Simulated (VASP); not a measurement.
Set up this calculation in VASP 6.6.1, as the native input.

```yaml
Task: relaxation of the atoms
Functional: PBEsol
Potentials_or_basis: VASP PAW PBE potentials, release 64 (C)
Cutoff: 520 eV
k_mesh: 9 × 9 × 6
Occupations: gaussian, width 0.02 eV
Spin: no spin polarisation
Dipole_correction: no
Further_INCAR_settings: ALGO = Normal; EDIFF = 1e-06; IBRION = 2; EDIFFG = -0.002; NSW = 60
```

The structure of C lies in POSCAR:

```
C
1.0
    2.4893572955      0.0000000000      0.0000000000
   -1.2446786477      2.1558466570      0.0000000000
    0.0000000000      0.0000000000      4.2229976408
C
4
Direct
    0.3333333333      0.6666666667     -0.0002008248
    0.6666666667      0.3333333333      0.4997991752
    0.3333333333      0.6666666667      0.3742008248
    0.6666666667      0.3333333333      0.8742008248
```

This cell differs from its parent crystal: strained cell.

These files were run (other wordings do the same):

INCAR

```
  PREC = Accurate
  ENCUT = 520
  EDIFF = 1E-6
  ISMEAR = 0
  SIGMA = 0.02
  LREAL = F
  LASPH = T
  NELM = 100
  ALGO = Normal
  ISIF = 2
  LWAVE = F
  LCHARG = F
  GGA = PS
  IBRION = 2
  NSW = 60
  EDIFFG = -0.002
```

KPOINTS

```
Automatic mesh
0
Gamma
  9 9 6
```

Potentials or basis: VASP PAW PBE potentials, release 64 (C).

Run with:

```console
$ cat potpaw_PBE.64/C/POTCAR > POTCAR
$ mpirun -np 1 vasp_std > vasp.out
```

It gave:

| Quantity | Value |
| --- | --- |
| Energy gained by relaxing | 0.0 meV/atom |
| Ionic steps | 3 |
| Pressure after relaxing | -2.1 GPa |
| Band gap on the k mesh | 3.04 eV, indirect (least direct gap 4.77 eV) |

Caveat: the cell differs from its parent crystal (strained cell); the PAW data sets were made with another functional, which shifts forces and pressure a little.

Wall time 18 s on 1 thread of Intel(R) Xeon(R) Platinum 8259CL CPU @ 2.50GHz (Skylake/Cascade Lake), on a shared host, peak memory 0.13 GiB.
